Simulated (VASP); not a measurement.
# BaCa3F8 (Cmmm) in VASP: single point with r2SCAN

Aim: the single point of BaCa3F8 with r2SCAN.

All numbers are computed with VASP 6.6.1; they aren't measurements. Logs are shortened: lines on timing, memory, paths and dates and some standing lists are left out, and cuts for length are marked.

## (1) The cell of the first run

The structure is orthorhombic, space group Cmmm (No. 65). Conventional cell: a = 7.956 Å, b = 11.379 Å, c = 3.961 Å, α = 90.00°, β = 90.00°, γ = 90.00°. Ca (site symmetry 2/m) has 8 F at 2.32 to 2.48 Å within 3.1 Å. Within 3.2 Å of Ca (site symmetry mmm) lie 8 F at 2.39 to 2.40 Å. Within 3.2 Å of F (site symmetry m) lie 3 Ca at 2.39 to 2.40 Å and 1 Ba at 2.60 Å and 6 F at 2.71 to 3.00 Å. Within 3.2 Å of F (site symmetry m2m) lie 4 Ca at 2.40 to 2.48 Å and 6 F at 2.68 to 2.73 Å. F (site symmetry m2m) has 2 Ca at 2.32 Å and 2 Ba at 2.58 Å and 5 F at 2.68 to 2.91 Å within 3.1 Å. Within 3.4 Å of Ba (site symmetry mmm) lie 8 F at 2.58 to 2.60 Å.

## (2) Single point, r2SCAN

The input, POSCAR:

```
BaCa3F8
1.0
    3.9782344420     -5.6895126631      0.0000000000
    3.9782344420      5.6895126631      0.0000000000
    0.0000000000      0.0000000000      3.9608481910
Ca F Ba
3 8 1
Direct
    0.0000000000      0.5000000000      0.0000000000
    0.0000000000      0.0000000000      0.5000000000
    0.5000000000      0.0000000000      0.0000000000
    0.3649697636      0.1016368077      0.5000000000
    0.1016368077      0.3649697636      0.5000000000
    0.8802126553      0.1197873447      0.0000000000
    0.6450838836      0.3549161164      0.0000000000
    0.3549161164      0.6450838836      0.0000000000
    0.1197873447      0.8802126553      0.0000000000
    0.8983631923      0.6350302364      0.5000000000
    0.6350302364      0.8983631923      0.5000000000
    0.5000000000      0.5000000000      0.5000000000
```

The input, INCAR.step1:

```
SYSTEM = BaCa3F8
PREC = Accurate ; ENCUT = 520
ISMEAR = 0 ; SIGMA = 0.01
LREAL = .FALSE. ; LASPH = .TRUE.
NELM = 100 ; NBANDS = 60
GGA = PE ; ALGO = Normal
EDIFF = 1E-4 ; LWAVE = .TRUE.
LCHARG = .FALSE.
```

The input, INCAR.step2:

```
SYSTEM = BaCa3F8
PREC = Accurate ; ENCUT = 520
EDIFF = 1E-7 ; ISMEAR = 0
SIGMA = 0.01 ; LREAL = .FALSE.
LASPH = .TRUE. ; NELM = 100
ALGO = Normal ; ISIF = 2
LWAVE = .FALSE. ; LCHARG = .FALSE.
METAGGA = R2SCAN ; LMIXTAU = .TRUE.
NBANDS = 60 ; ISTART = 1
```

The input, KPOINTS:

```
regular mesh
0
G
  4 4 6
  0 0 0
```

Potentials or basis: VASP PAW PBE potentials, release 64 (Ca_sv, F, Ba_sv).

On the command line:

```sh
> cat potpaw_PBE.64/Ca_sv/POTCAR potpaw_PBE.64/F/POTCAR potpaw_PBE.64/Ba_sv/POTCAR > POTCAR
> cp INCAR.step1 INCAR
> mpirun -np 1 vasp_std > vasp.out
> cp INCAR.step2 INCAR
> mpirun -np 1 vasp_std > vasp.out
```

OUTCAR:

```text
SYSTEM = BaCa3F8
   PREC = Accurate
   ENCUT = 520
   EDIFF = 1E-7
   ISMEAR = 0
   LREAL = .FALSE.
   LASPH = .TRUE.
   NELM = 100
   ISIF = 2
   METAGGA = R2SCAN
   ISTART = 1

 ion  position               nearest neighbor table
   1  0.000  0.500  0.000-   7 2.32   8 2.32   5 2.40  10 2.40   5 2.40  10 2.40   9 2.48   6 2.48

   2  0.000  0.000  0.500-   4 2.39   5 2.39  10 2.39  11 2.39   6 2.40   9 2.40   6 2.40   9 2.40

   3  0.500  0.000  0.000-   7 2.32   8 2.32   4 2.40  11 2.40   4 2.40  11 2.40   9 2.48   6 2.48

   4  0.365  0.102  0.500-   2 2.39   3 2.40   3 2.40  12 2.60
   5  0.102  0.365  0.500-   2 2.39   1 2.40   1 2.40  12 2.60
   6  0.880  0.120  0.000-   2 2.40   2 2.40   3 2.48   1 2.48
   7  0.645  0.355  0.000-   1 2.32   3 2.32  12 2.58  12 2.58
   8  0.355  0.645  0.000-   1 2.32   3 2.32  12 2.58  12 2.58
   9  0.120  0.880  0.000-   2 2.40   2 2.40   3 2.48   1 2.48
  10  0.898  0.635  0.500-   2 2.39   1 2.40   1 2.40  12 2.60
  11  0.635  0.898  0.500-   2 2.39   3 2.40   3 2.40  12 2.60
  12  0.500  0.500  0.500-   7 2.58   8 2.58   7 2.58   8 2.58  10 2.60  11 2.60   4 2.60   5 2.60

  LATTYP: Found a base centered orthorhombic cell.
 ALAT       =     7.9564688840
 B/A-ratio  =     1.4301602246
 C/A-ratio  =     0.4978148283

  Lattice vectors:

 A1 = (   3.9782344420,  -5.6895126631,   0.0000000000)
 A2 = (   3.9782344420,   5.6895126631,   0.0000000000)
 A3 = (   0.0000000000,   0.0000000000,   3.9608481910)

Analysis of symmetry for initial positions (statically):
=====================================================================
 Subroutine PRICEL returns:
 Original cell was already a primitive cell.

 Routine SETGRP: Setting up the symmetry group for a
 base centered orthorhombic supercell.

 Subroutine GETGRP returns: Found  8 space group operations
 (whereof  8 operations were pure point group operations)
 out of a pool of  8 trial point group operations.

The static configuration has the point symmetry D_2h.

Analysis of symmetry for dynamics (positions and initial velocities):
=====================================================================
 Subroutine PRICEL returns:
 Original cell was already a primitive cell.

 Routine SETGRP: Setting up the symmetry group for a
 base centered orthorhombic supercell.

 Subroutine GETGRP returns: Found  8 space group operations
 (whereof  8 operations were pure point group operations)
 out of a pool of  8 trial point group operations.

The dynamic configuration has the point symmetry D_2h.

 Subroutine INISYM returns: Found  8 space group operations
 (whereof  8 operations are pure point group operations),
 and found     1 'primitive' translations

----------------------------------------------------------------------------------------

                                     Primitive cell

  volume of cell :     179.3014

  direct lattice vectors                    reciprocal lattice vectors
     3.978234442 -5.689512663  0.000000000     0.125683895 -0.087880989  0.000000000
     3.978234442  5.689512663  0.000000000     0.125683895  0.087880989  0.000000000
     0.000000000  0.000000000  3.960848191     0.000000000  0.000000000  0.252471176

  length of vectors
     6.942398982  6.942398982  3.960848191     0.153360718  0.153360718  0.252471176

  position of ions in fractional coordinates (direct lattice)
     1.000000000  0.500000000  0.000000000
     0.000000000  0.000000000  0.500000000
     0.500000000  1.000000000  0.000000000
     0.364969764  0.101636808  0.500000000
     0.101636808  0.364969764  0.500000000
     0.880212655  0.119787345  0.000000000
     0.645083884  0.354916116  0.000000000
     0.354916116  0.645083884  0.000000000
     0.119787345  0.880212655  0.000000000
     0.898363192  0.635030236  0.500000000
     0.635030236  0.898363192  0.500000000
     0.500000000  0.500000000  0.500000000

  ion indices of the primitive-cell ions
   primitive index   ion index
                 1           1
                 2           2
                 3           3
                 4           4
                 5           5
                 6           6
                 7           7
                 8           8
                 9           9
                10          10
                11          11
                12          12

----------------------------------------------------------------------------------------

 KPOINTS: regular mesh

Automatic generation of k-mesh.
 Grid dimensions read from file:
 generate k-points for:    4    4    6

 Generating k-lattice:

  Cartesian coordinates                     Fractional coordinates (reciprocal lattice)
     0.031420974 -0.021970247  0.000000000     0.250000000 -0.000000000  0.000000000
     0.031420974  0.021970247  0.000000000    -0.000000000  0.250000000  0.000000000
     0.000000000  0.000000000  0.042078529     0.000000000  0.000000000  0.166666667

  Length of vectors
     0.038340179  0.038340179  0.042078529

  Shift w.r.t. Gamma in fractional coordinates (k-lattice)
     0.000000000  0.000000000  0.000000000

 Subroutine IBZKPT returns following result:
 ===========================================

 Found     28 irreducible k-points:

 Following reciprocal coordinates:
            Coordinates               Weight
  0.000000  0.000000  0.000000      1.000000
  0.250000 -0.000000  0.000000      4.000000
  0.500000 -0.000000  0.000000      2.000000
  0.250000  0.250000  0.000000      2.000000
  0.500000  0.250000  0.000000      4.000000
 -0.250000  0.250000  0.000000      2.000000
[... 16 lines left out ...]
  0.250000 -0.000000  0.500000      4.000000
  0.500000 -0.000000  0.500000      2.000000
 [... further k-points ...]
   k-points           NKPTS =     28   k-points in BZ     NKDIM =     28   number of bands    NBANDS=     60
   number of dos      NEDOS =    301   number of ions     NIONS =     12
   total plane-waves  NPLWV =  87480
   dimension x,y,z NGX =    54 NGY =   54 NGZ =   30
   dimension x,y,z NGXF=   108 NGYF=  108 NGZF=   60
   ions per type =               3   8   1
   NGX,Y,Z   is equivalent  to a cutoff of  12.93, 12.93, 12.59 a.u.
   NGXF,Y,Z  is equivalent  to a cutoff of  25.86, 25.86, 25.18 a.u.
 SYSTEM =  BaCa3F8
   PREC   = accura    normal or accurate (medium, high low for compatibility)
   ISTART =      1    job   : 0-new  1-cont  2-samecut
   ICHARG =      0    charge: 1-file 2-atom 10-const
   ISPIN  =      1    spin polarized calculation?
   LNONCOLLINEAR =      F non collinear calculations
   LSORBIT =      F    spin-orbit coupling
   LASPH  =      T    aspherical Exc in radial PAW
   ENCUT  =  520.0 eV  38.22 Ry    6.18 a.u.  12.91 12.91  7.36*2*pi/ulx,y,z
   NELM   =    100;   NELMIN=  2; NELMDL=  0     # of ELM steps
   EDIFF  = 0.1E-06   stopping-criterion for ELM
   LREAL  =      F    real-space projection
   EDIFFG = 0.1E-05   stopping-criterion for IOM
   NSW    =      0    number of steps for IOM
   IBRION =     -1    ionic relax: 0-MD 1-quasi-New 2-CG
   NFREE  =      0    steps in history (QN), initial steepest desc. (CG)
   ISIF   =      2    stress and relaxation
   ISYM   =      2    0-nonsym 1-usesym 2-fastsym
   POTIM  = 0.5000    time-step for ionic-motion
   TEBEG  =    0.0;   TEEND  =   0.0 temperature during run
   PSTRESS=    0.0 pullay stress
   NELECT =      96.0000    total number of electrons
   NUPDOWN=      -1.0000    fix difference up-down
   EMIN   =  10.00;   EMAX   =-10.00  energy-range for DOS
   EFERMI =   0.00;   METHOD = LEGACY
   ISMEAR =     0;   SIGMA  =   0.01  broadening in eV -4-tet -1-fermi 0-gaus
   EFERMI_NEDOS =   21; number of points for ismear=-14 and -15
   IALGO  =     38    algorithm
   IMIX   =      4    mixing-type and parameters
     AMIX     =   0.40;   BMIX     =  1.00
     AMIX_MAG =   1.60;   BMIX_MAG =  1.00
  volume/ion in A,a.u.               =      14.94       100.83
  Fermi-wavevector in a.u.,A,eV,Ry     =   1.329344  2.512096 24.043608  1.767155
  Thomas-Fermi vector in A             =   2.458513
   LORBIT       =      0    0 simple, 1 ext, 2 COOP (PROOUT), +10 PAW based schemes
   METAGGA = R2SCAN    functional components
   LHFCALC =     F    Hartree Fock is set to
   AEXX    =    0.0000 exact exchange contribution
   IVDW    =     0    specifies the selected vdW correction
   LEPSILON=     F    determine dielectric tensor
   LRPA    =     F    only Hartree local field effects (RPA)
 non-spin polarized calculation
 Gauss-broadening in eV      SIGMA  =   0.01
  energy-cutoff  :      520.00
  volume of cell :      179.30
 maximum number of plane-waves:      4856
 NGX is ok and might be reduce to    54
   NGX = 25   NGY = 25   NGZ = 15

 number of electron      95.9999952 magnetization

 Free energy of the ion-electron system (eV)
  ---------------------------------------------------
  ext. energy  EPLUGINS =         0.00000000
  ---------------------------------------------------
  free energy    TOTEN  =      -122.27701491 eV

  energy without entropy =     -122.27701491  energy(sigma->0) =     -122.27701491

 E-fermi :  -1.4111     XC(G=0): -10.0090

 val. band max:       -1.4848505019   @ k =   0.0000   0.0000   0.0000
 cond. band min:       5.6554161360   @ k =   0.0000   0.0000   0.0000
 fundamental gap:      7.1402666379
 Fermi energy:        -1.4110720515

 k-point     1 :       0.0000    0.0000    0.0000
  band No.  band energies     occupation
      1     -39.1999      2.00000
      2     -39.1910      2.00000
      3     -38.8980      2.00000
      4     -25.3903      2.00000
      5     -23.2340      2.00000
      6     -22.6859      2.00000
[... 1501 lines left out ...]
     59       8.9971      0.00000
     60       9.1849      0.00000

 [... further k-points ...]

------------------------ aborting loop because EDIFF is reached ----------------------------------------

  FORCE on cell =-STRESS in cart. coord.  units (eV):
  Direction    XX          YY          ZZ          XY          YZ          ZX
  --------------------------------------------------------------------------------------
  -------------------------------------------------------------------------------------
  Total        0.9547385      0.9623832      0.8763663     -0.0000000      0.0000000      0.0000000
  in kB        8.5312244      8.5995356      7.8309170     -0.0000000      0.0000000      0.0000000
  external PRESSURE =       8.3205590 kB  Pullay stress =       0.0000000 kB

 VOLUME and BASIS-vectors are now :
 -----------------------------------------------------------------------------
  energy-cutoff  :      520.00
  volume of cell :      179.30
      direct lattice vectors                 reciprocal lattice vectors
     3.978234442 -5.689512663  0.000000000     0.125683895 -0.087880989  0.000000000
     3.978234442  5.689512663  0.000000000     0.125683895  0.087880989  0.000000000
     0.000000000  0.000000000  3.960848191     0.000000000  0.000000000  0.252471176

 POSITION                                       TOTAL-FORCE (eV/Angst)
 -----------------------------------------------------------------------------------
      1.98912      2.84476      0.00000        -0.000000      0.000000      0.000000
      0.00000      0.00000      1.98042        -0.000000      0.000000      0.000000
      1.98912     -2.84476      0.00000        -0.000000      0.000000      0.000000
      1.85627     -1.49824      1.98042        -0.049641     -0.031928      0.000000
      1.85627      1.49824      1.98042        -0.049641      0.031928      0.000000
      3.97823     -4.32645      0.00000        -0.000000      0.003431      0.000000
      3.97823     -1.65091      0.00000        -0.000000     -0.057264      0.000000
      3.97823      1.65091      0.00000        -0.000000      0.057264      0.000000
      3.97823      4.32645      0.00000        -0.000000     -0.003431     -0.000000
      6.10020     -1.49824      1.98042         0.049641     -0.031928     -0.000000
      6.10020      1.49824      1.98042         0.049641      0.031928     -0.000000
      3.97823      0.00000      1.98042        -0.000000      0.000000      0.000000
 -----------------------------------------------------------------------------------
    total drift:                               -0.000000     -0.000000      0.000000

  FREE ENERGIE OF THE ION-ELECTRON SYSTEM (eV)
  ---------------------------------------------------
  free  energy   TOTEN  =      -122.2770149095 eV

  energy  without entropy=     -122.2770149095  energy(sigma->0) =     -122.27701491
```

Wall time 18 min (1 thread of Intel Xeon Platinum 8488C (Sapphire Rapids), shared host); peak memory 0.47 GiB.

What came out:

| Item | Value |
| --- | --- |
| Free energy | -122.2770 eV |
| Pressure | 0.8 GPa |
| Largest force | 0.059 eV/Å |
| Band gap on the k mesh | 7.14 eV |

Forces in eV/Å, atoms in the order of the input:
```
Ca   0.000  0.000  0.000
Ca   0.000  0.000  0.000
Ca   0.000  0.000  0.000
F   -0.050 -0.032  0.000
F   -0.050  0.032  0.000
F    0.000  0.003  0.000
F    0.000 -0.057  0.000
F    0.000  0.057  0.000
F    0.000 -0.003  0.000
F    0.050 -0.032  0.000
F    0.050  0.032  0.000
Ba   0.000  0.000  0.000
```

Caveat: the PAW data sets were made with another functional, which shifts forces and pressure a little; spin-orbit coupling is left out, which moves the levels of the heavy elements. A k mesh can miss the band edges.
